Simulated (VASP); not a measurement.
# CoO (R-3m) in VASP: notebook

The runs below take CoO through single point, with PBEsol, PBE, LDA.

Everything below comes from runs of VASP 6.6.1. Logs are shortened: lines on timing, memory, paths and dates and some standing lists are left out, and cuts for length are marked.

### Step 1. The cell of the first run

Symmetry: R-3m, No. 166, trigonal system. The conventional cell has a = 3.011 Å, b = 3.011 Å, c = 7.320 Å, α = 90.00°, β = 90.00°, γ = 120.00°. Within 2.8 Å of Co (site symmetry -3m) lie 6 O at 2.12 Å. Within 2.8 Å of O (site symmetry -3m) lie 6 Co at 2.12 Å.

### Step 2. Single point, PBEsol

Contents of INCAR:

```
SYSTEM = CoO
PREC     = Accurate       ! precision mode
ENCUT    = 520            ! plane-wave cutoff, eV
EDIFF    = 1E-7           ! SCF threshold, eV
ISMEAR   = -1             ! smearing method
SIGMA    = 0.05           ! smearing width, eV
LREAL    = .False.        ! projectors in reciprocal space
LASPH    = .True.         ! aspherical terms in the spheres
NELM     = 80             ! most SCF steps
ALGO     = Normal         ! electronic algorithm
ISIF     = 2              ! what is computed and relaxed
LWAVE    = .False.        ! write WAVECAR
LCHARG   = .False.        ! write CHGCAR
GGA      = PS             ! functional
NBANDS   = 14             ! bands
```

Contents of KPOINTS:

```
Automatic mesh
0
Gamma
  11 11 11
  0 0 0
```

Contents of POSCAR:

```
CoO
1.0
    1.5054695445      0.8691832468      2.4399269062
   -1.5054695445      0.8691832468      2.4399269062
    0.0000000000     -1.7383664936      2.4399269062
Co O
1 1
Direct
    0.0000000000      0.0000000000      0.0000000000
    0.5000000000      0.5000000000      0.5000000000
```

Potentials or basis: VASP PAW PBE potentials, release 64 (Co, O).

Command:

```
$ cat potpaw_PBE.64/Co/POTCAR potpaw_PBE.64/O/POTCAR > POTCAR
$ mpirun -np 1 vasp_std > vasp.out
```

OUTCAR:

```text
SYSTEM = CoO
   PREC = Accurate
   ENCUT = 520
   EDIFF = 1E-7
   ISMEAR = -1
   LREAL = .False.
   LASPH = .True.
   NELM = 80
   ISIF = 2
   GGA = PS

 ion  position               nearest neighbor table
   1  0.000  0.000  0.000-   2 2.12   2 2.12   2 2.12   2 2.12   2 2.12   2 2.12
   2  0.500  0.500  0.500-   1 2.12   1 2.12   1 2.12   1 2.12   1 2.12   1 2.12

  LATTYP: Found a trigonal (rhomboedric) cell.
 ALAT       =     2.9958573687
 COS(alpha) =     0.4949531368

  Lattice vectors:

 A1 = (   1.5054695445,   0.8691832468,   2.4399269062)
 A2 = (  -1.5054695445,   0.8691832468,   2.4399269062)
 A3 = (   0.0000000000,  -1.7383664936,   2.4399269062)

Analysis of symmetry for initial positions (statically):
=====================================================================
 Subroutine PRICEL returns:
 Original cell was already a primitive cell.

 Routine SETGRP: Setting up the symmetry group for a
 trigonal (rhombohedral) supercell.

 Subroutine GETGRP returns: Found 12 space group operations
 (whereof 12 operations were pure point group operations)
 out of a pool of 12 trial point group operations.

The static configuration has the point symmetry D_3d.

Analysis of symmetry for dynamics (positions and initial velocities):
=====================================================================
 Subroutine PRICEL returns:
 Original cell was already a primitive cell.

 Routine SETGRP: Setting up the symmetry group for a
 trigonal (rhombohedral) supercell.

 Subroutine GETGRP returns: Found 12 space group operations
 (whereof 12 operations were pure point group operations)
 out of a pool of 12 trial point group operations.

The dynamic configuration has the point symmetry D_3d.

 Subroutine INISYM returns: Found 12 space group operations
 (whereof 12 operations are pure point group operations),
 and found     1 'primitive' translations

----------------------------------------------------------------------------------------

                                     Primitive cell

  volume of cell :      19.1563

  direct lattice vectors                    reciprocal lattice vectors
     1.505469544  0.869183247  2.439926906     0.332122295  0.191750896  0.136616114
    -1.505469544  0.869183247  2.439926906    -0.332122295  0.191750896  0.136616114
     0.000000000 -1.738366494  2.439926906     0.000000000 -0.383501793  0.136616114

  length of vectors
     2.995857369  2.995857369  2.995857369     0.407108816  0.407108816  0.407108816

  position of ions in fractional coordinates (direct lattice)
     0.000000000  0.000000000  0.000000000
     0.500000000  0.500000000  0.500000000

  ion indices of the primitive-cell ions
   primitive index   ion index
                 1           1
                 2           2

----------------------------------------------------------------------------------------

 KPOINTS: Automatic mesh

Automatic generation of k-mesh.
 Grid dimensions read from file:
 generate k-points for:   11   11   11

 Generating k-lattice:

  Cartesian coordinates                     Fractional coordinates (reciprocal lattice)
     0.030192936  0.017431900  0.012419647     0.090909091  0.000000000  0.000000000
    -0.030192936  0.017431900  0.012419647     0.000000000  0.090909091  0.000000000
     0.000000000 -0.034863799  0.012419647     0.000000000  0.000000000  0.090909091

  Length of vectors
     0.037009892  0.037009892  0.037009892

  Shift w.r.t. Gamma in fractional coordinates (k-lattice)
     0.000000000  0.000000000  0.000000000

 Subroutine IBZKPT returns following result:
 ===========================================

 Found    146 irreducible k-points:

 Following reciprocal coordinates:
            Coordinates               Weight
  0.000000  0.000000  0.000000      1.000000
  0.090909  0.000000  0.000000      6.000000
  0.181818  0.000000  0.000000      6.000000
  0.272727 -0.000000  0.000000      6.000000
  0.363636 -0.000000 -0.000000      6.000000
  0.454545  0.000000 -0.000000      6.000000
[... 16 lines left out ...]
 -0.272727  0.181818  0.000000     12.000000
 -0.181818  0.181818  0.000000      6.000000
 [... further k-points ...]
   k-points           NKPTS =    146   k-points in BZ     NKDIM =    146   number of bands    NBANDS=     14
   number of dos      NEDOS =    301   number of ions     NIONS =      2
   total plane-waves  NPLWV =  13824
   dimension x,y,z NGX =    24 NGY =   24 NGZ =   24
   dimension x,y,z NGXF=    48 NGYF=   48 NGZF=   48
   ions per type =               1   1
   NGX,Y,Z   is equivalent  to a cutoff of  13.32, 13.32, 13.32 a.u.
   NGXF,Y,Z  is equivalent  to a cutoff of  26.64, 26.64, 26.64 a.u.
 SYSTEM =  CoO
   PREC   = accura    normal or accurate (medium, high low for compatibility)
   ISTART =      0    job   : 0-new  1-cont  2-samecut
   ICHARG =      2    charge: 1-file 2-atom 10-const
   ISPIN  =      1    spin polarized calculation?
   LNONCOLLINEAR =      F non collinear calculations
   LSORBIT =      F    spin-orbit coupling
   LASPH  =      T    aspherical Exc in radial PAW
   ENCUT  =  520.0 eV  38.22 Ry    6.18 a.u.   5.57  5.57  5.57*2*pi/ulx,y,z
   NELM   =     80;   NELMIN=  2; NELMDL= -5     # of ELM steps
   EDIFF  = 0.1E-06   stopping-criterion for ELM
   LREAL  =      F    real-space projection
   EDIFFG = 0.1E-05   stopping-criterion for IOM
   NSW    =      0    number of steps for IOM
   IBRION =     -1    ionic relax: 0-MD 1-quasi-New 2-CG
   NFREE  =      0    steps in history (QN), initial steepest desc. (CG)
   ISIF   =      2    stress and relaxation
   ISYM   =      2    0-nonsym 1-usesym 2-fastsym
   POTIM  = 0.5000    time-step for ionic-motion
   TEBEG  =    0.0;   TEEND  =   0.0 temperature during run
   PSTRESS=    0.0 pullay stress
   NELECT =      15.0000    total number of electrons
   NUPDOWN=      -1.0000    fix difference up-down
   EMIN   =  10.00;   EMAX   =-10.00  energy-range for DOS
   EFERMI =   0.00;   METHOD = LEGACY
   ISMEAR =    -1;   SIGMA  =   0.05  broadening in eV -4-tet -1-fermi 0-gaus
   EFERMI_NEDOS =   21; number of points for ismear=-14 and -15
   IALGO  =     38    algorithm
   IMIX   =      4    mixing-type and parameters
     AMIX     =   0.40;   BMIX     =  1.00
     AMIX_MAG =   1.60;   BMIX_MAG =  1.00
  volume/ion in A,a.u.               =       9.58        64.64
  Fermi-wavevector in a.u.,A,eV,Ry     =   1.508927  2.851458 30.978555  2.276860
  Thomas-Fermi vector in A             =   2.619316
   LORBIT       =      0    0 simple, 1 ext, 2 COOP (PROOUT), +10 PAW based schemes
   GGA     = PS    functional components
   LHFCALC =     F    Hartree Fock is set to
   AEXX    =    0.0000 exact exchange contribution
   IVDW    =     0    specifies the selected vdW correction
   LEPSILON=     F    determine dielectric tensor
   LRPA    =     F    only Hartree local field effects (RPA)
 non-spin polarized calculation
  energy-cutoff  :      520.00
  volume of cell :       19.16
 maximum number of plane-waves:       532
   NGX = 11   NGY = 11   NGZ = 11

 number of electron      15.0000006 magnetization

 Free energy of the ion-electron system (eV)
  ---------------------------------------------------
  ext. energy  EPLUGINS =         0.00000000
  ---------------------------------------------------
  free energy    TOTEN  =       -13.51076199 eV

  energy without entropy =      -13.46811234  energy(sigma->0) =      -13.48943716

 E-fermi :   7.6563     XC(G=0): -12.7289

 val. band max:        7.6554687190   @ k =  -0.1818   0.2727   0.1818
 cond. band min:       7.6565480027   @ k =  -0.3636   0.3636   0.0000
 fundamental gap:      0.0010792837
 Fermi energy:         7.6563297993

 k-point     1 :       0.0000    0.0000    0.0000
  band No.  band energies     occupation
      1     -12.6484      2.00000
      2       4.3158      2.00000
      3       4.3158      2.00000
      4       4.3631      2.00000
      5       6.3084      2.00000
      6       6.3084      2.00000
      7       6.3449      2.00000
      8       6.5873      2.00000
      9       6.5873      2.00000
     10       8.9673      0.00000
     11      24.5565      0.00000
     12      26.2131      0.00000
     13      26.2131      0.00000
     14      26.4154      0.00000

 k-point     2 :       0.0909    0.0000    0.0000
  band No.  band energies     occupation
      1     -12.5641      2.00000
      2       3.6980      2.00000
      3       4.0129      2.00000
      4       4.0548      2.00000
      5       6.3924      2.00000
      6       6.4166      2.00000
      7       6.4515      2.00000
      8       6.9124      2.00000
      9       6.9160      2.00000
     10       9.5047      0.00000
     11      23.1470      0.00000
     12      25.9325      0.00000
     13      26.1014      0.00000
     14      26.8605      0.00000

 k-point     3 :       0.1818    0.0000    0.0000
  band No.  band energies     occupation
      1     -12.3292      2.00000
      2       2.4721      2.00000
      3       3.4329      2.00000
      4       3.4749      2.00000
      5       6.5769      2.00000
      6       6.6032      2.00000
      7       6.6666      2.00000
      8       7.6007      1.50538
      9       7.6024      1.49273
     10      10.6606      0.00000
     11      21.0436      0.00000
     12      24.8660      0.00000
     13      25.0034      0.00000
     14      27.3574      0.00000

 k-point     4 :       0.2727   -0.0000    0.0000
  band No.  band energies     occupation
      1     -11.9992      2.00000
      2       1.2309      2.00000
      3       2.8856      2.00000
      4       2.9287      2.00000
      5       6.8190      2.00000
      6       6.8465      2.00000
      7       6.9373      2.00000
      8       8.3055      0.00000
      9       8.3098      0.00000
     10      11.8363      0.00000
     11      19.1719      0.00000
     12      23.4431      0.00000
     13      23.5623      0.00000
     14      27.7792      0.00000

 k-point     5 :       0.3636   -0.0000   -0.0000
  band No.  band energies     occupation
      1     -11.6690      2.00000
      2       0.2427      2.00000
      3       2.4836      2.00000
      4       2.5276      2.00000
      5       7.0499      1.99999
      6       7.0775      1.99998
      7       7.2487      1.99942
      8       8.8667      0.00000
      9       8.8772      0.00000
     10      12.6389      0.00000
     11      17.8891      0.00000
[... 276 lines left out ...]
 k-point    22 :      -0.3636    0.1818    0.0000
  band No.  band energies     occupation
      1     -11.4366      2.00000
      2       0.2205      2.00000
      3       2.0660      2.00000
      4       2.3421      2.00000
      5       7.0920      1.99997
      6       7.1313      1.99994
      7       7.3898      1.99037
      8       8.1270      0.00016
      9       9.1347      0.00000
     10      14.4224      0.00000
     11      17.2818      0.00000
     12      19.4799      0.00000
     13      22.4228      0.00000
     14      29.8620      0.00000

 k-point    23 :      -0.2727    0.1818    0.0000
  band No.  band energies     occupation
      1     -11.6408      2.00000
      2       0.6107      2.00000
      3       2.4125      2.00000
      4       2.4561      2.00000
      5       6.9228      2.00000
      6       7.0519      1.99999
      7       7.3232      1.99745
      8       7.7079      0.52587
      9       9.1388      0.00000
     10      13.6414      0.00000
     11      18.3402      0.00000
     12      19.7828      0.00000
     13      23.0657      0.00000
     14      28.6453      0.00000

 k-point    24 :      -0.1818    0.1818    0.0000
  band No.  band energies     occupation
      1     -11.9157      2.00000
      2       1.1972      2.00000
      3       2.7141      2.00000
      4       2.9134      2.00000
      5       6.7263      2.00000
      6       7.0229      1.99999
      7       7.0384      1.99999
      8       7.3975      1.98877
      9       8.8227      0.00000
     10      12.5429      0.00000
     11      19.5821      0.00000
     12      20.7869      0.00000
     13      24.0876      0.00000
     14      27.5906      0.00000

 [... further k-points ...]

------------------------ aborting loop because EDIFF is reached ----------------------------------------

  FORCE on cell =-STRESS in cart. coord.  units (eV):
  Direction    XX          YY          ZZ          XY          YZ          ZX
  --------------------------------------------------------------------------------------
  -------------------------------------------------------------------------------------
  Total       -3.2591541     -3.2591541     -3.2122721      0.0000000      0.0000000      0.0000000
  in kB     -272.5863440   -272.5863440   -268.6652646      0.0000000      0.0000000      0.0000000
  external PRESSURE =    -271.2793175 kB  Pullay stress =       0.0000000 kB

 VOLUME and BASIS-vectors are now :
 -----------------------------------------------------------------------------
  energy-cutoff  :      520.00
  volume of cell :       19.16
      direct lattice vectors                 reciprocal lattice vectors
     1.505469544  0.869183247  2.439926906     0.332122295  0.191750896  0.136616114
    -1.505469544  0.869183247  2.439926906    -0.332122295  0.191750896  0.136616114
     0.000000000 -1.738366494  2.439926906     0.000000000 -0.383501793  0.136616114

 POSITION                                       TOTAL-FORCE (eV/Angst)
 -----------------------------------------------------------------------------------
      0.00000      0.00000      0.00000         0.000000      0.000000      0.000000
      0.00000      0.00000      3.65989        -0.000000     -0.000000      0.000000
 -----------------------------------------------------------------------------------
    total drift:                               -0.000000      0.000000     -0.000000

  FREE ENERGIE OF THE ION-ELECTRON SYSTEM (eV)
  ---------------------------------------------------
  free  energy   TOTEN  =       -13.5107619854 eV

  energy  without entropy=      -13.4681123432  energy(sigma->0) =      -13.48943716
```

It took 29 s on 1 thread of AMD EPYC 9R45 (Zen 5), shared host; peak memory 0.13 GiB.

What came out:

```yaml
Free_energy: -13.5108 eV
Pressure: -27.1 GPa
Band_gap_on_the_k_mesh: zero (an odd number of electrons rules out a gap without spin polarisation)
```

Levels at points of the mesh, in eV from the Fermi level:
| k point | band 4 | band 5 | band 6 | band 7 | band 8 | band 9 | band 10 | band 11 |
| --- | --- | --- | --- | --- | --- | --- | --- | --- |
| (0.00, 0.00, 0.00) | -3.29 | -1.35 | -1.35 | -1.31 | -1.07 | -1.07 | 1.31 | 16.90 |

Caveat: the cell stands under tension; the PAW data sets were made with another functional, which shifts forces and pressure a little; an odd number of electrons without spin polarisation forces a metal; a magnetic or distorted state may lie lower; the run has no spin polarisation, though such a crystal can be magnetic; semilocal functionals often make such compounds metallic where correlation or magnetic order opens a gap, which also shifts bond lengths. With open d or f shells a metallic result of PBEsol can be an artefact of self-interaction; +U or a hybrid may open a gap.

### Step 3. Single point, PBE, collinear spin, ferromagnetic start

This run uses another cell than the first one, of 10.15 Å³/atom.

Contents of INCAR:

```
ALGO = Normal
EDIFF = 1E-6
ENCUT = 520
GGA = PE
ISIF = 2
ISMEAR = -1
ISPIN = 2
LASPH = True
LCHARG = True
LELF = True
LMAXMIX = 4
LORBIT = 11
LREAL = False
LVHAR = True
LWAVE = False
MAGMOM = 2 0
NBANDS = 18
NELM = 150
PREC = Accurate
SIGMA = 0.05
```

Contents of KPOINTS:

```
k-points
0
Gamma
  11 11 11
```

Contents of POSCAR:

```
CoO
1.0
    1.5349960513      0.8862303835      2.4877807593
   -1.5349960513      0.8862303835      2.4877807593
    0.0000000000     -1.7724607669      2.4877807593
Co O
1 1
Direct
    0.0000000000      0.0000000000      0.0000000000
    0.5000000000      0.5000000000      0.5000000000
```

Potentials or basis: VASP PAW PBE potentials, release 64 (Co, O).

Command:

```
$ cat potpaw_PBE.64/Co/POTCAR potpaw_PBE.64/O/POTCAR > POTCAR
$ mpirun -np 1 vasp_std > vasp.out
```

Wall time 81 s (1 thread of AMD EPYC 9R45 (Zen 5), shared host); peak memory 0.18 GiB.

Results (log left out):

```
Free energy                                           : -13.0281 eV
Pressure                                              : -9.4 GPa
Band gap on the k mesh                                : zero (filled and empty bands overlap)
Net moment                                            : 2.98 μB per cell
Site moments                                          : Co +2.61; O +0.31 μB
Valence electrons inside the program's atomic spheres : Co 7.71; O 4.96
```

Stress tensor (GPa, compression positive):
```
-9.29  0.00  0.00
 0.00 -9.29  0.00
 0.00  0.00 -9.51
```

Levels at points of the mesh, in eV from the Fermi level:
Spin up:
| k point | band 5 | band 6 | band 7 | band 8 | band 9 | band 10 | band 11 | band 12 | band 13 | band 14 |
| --- | --- | --- | --- | --- | --- | --- | --- | --- | --- | --- |
| (0.00, 0.00, 0.00) | -3.03 | -2.97 | -2.91 | -2.91 | -2.86 | 0.77 | 16.72 | 17.70 | 17.70 | 17.91 |
Spin down:
```tsv
k point	band 3	band 4	band 5	band 6	band 7	band 8	band 9	band 10
(0.00, 0.00, 0.00)	-2.33	-2.28	-1.00	-1.00	-0.99	0.14	0.14	1.32
```

Caveat: the cell stands under tension; a cell with one magnetic atom can't hold antiferromagnetic order, which such compounds often take; semilocal functionals often make such compounds metallic where correlation or magnetic order opens a gap, which also shifts bond lengths. With open d or f shells a metallic result of PBE can be an artefact of self-interaction; +U or a hybrid may open a gap.

(Part 1 of 2 ends here.)
